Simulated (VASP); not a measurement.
Wanted: the native input for a VASP 6.6.1 run.

```
Task                   : single point
Functional             : PBE
Dispersion             : D3(BJ)
Potentials or basis    : VASP PAW PBE potentials, release 64 (In_d, Se)
Cutoff                 : 520 eV
k mesh                 : 10 × 10 × 8
Occupations            : gaussian, width 0.02 eV
Spin                   : no spin polarisation
Dipole correction      : no
Further INCAR settings : ALGO = Normal; EDIFF = 1e-07; NBANDS = 27
```

The structure of InSe lies in POSCAR:

```
InSe
1.0
    5.9466148471     -2.0692639538      0.0175615608
    5.9466148471      2.0692639538      0.0175615608
   -1.6081140243      0.0000000000      4.1991654087
In Se
2 2
Direct
    0.8848552884      0.8848552884      0.0193391515
    0.1151447116      0.1151447116      0.9806608485
    0.6529405870      0.6529405870      0.6335435797
    0.3470594130      0.3470594130      0.3664564203
```

These files were run (other wordings do the same):

INCAR

```
  PREC = Accurate
  ENCUT = 520
  EDIFF = 1E-7
  ISMEAR = 0
  SIGMA = 0.02
  LREAL = F
  LASPH = T
  NELM = 100
  ALGO = Normal
  ISIF = 2
  LWAVE = F
  LCHARG = F
  GGA = PE
  IVDW = 12
  NBANDS = 27
```

KPOINTS

```
Automatic mesh
0
Gamma
  10 10 8
```

Potentials or basis: VASP PAW PBE potentials, release 64 (In_d, Se).

Launch:

```bash
$ cat potpaw_PBE.64/In_d/POTCAR potpaw_PBE.64/Se/POTCAR > POTCAR
$ mpirun -np 1 vasp_std > vasp.out
```

It gave:

| Item | Value |
| --- | --- |
| Pressure | 0.0 GPa |
| Largest force | 0.012 eV/Å |
| Band gap on the k mesh | 0.56 eV (least direct gap 1.00 eV) |
| Dispersion energy per atom | -0.344 eV |

Caveat: spin-orbit coupling is left out, which moves the levels of the heavy elements.

Wall time 6.9 min on 1 thread of Intel(R) Xeon(R) 6975P-C (Granite Rapids), with other jobs on the host, peak memory 0.69 GiB.
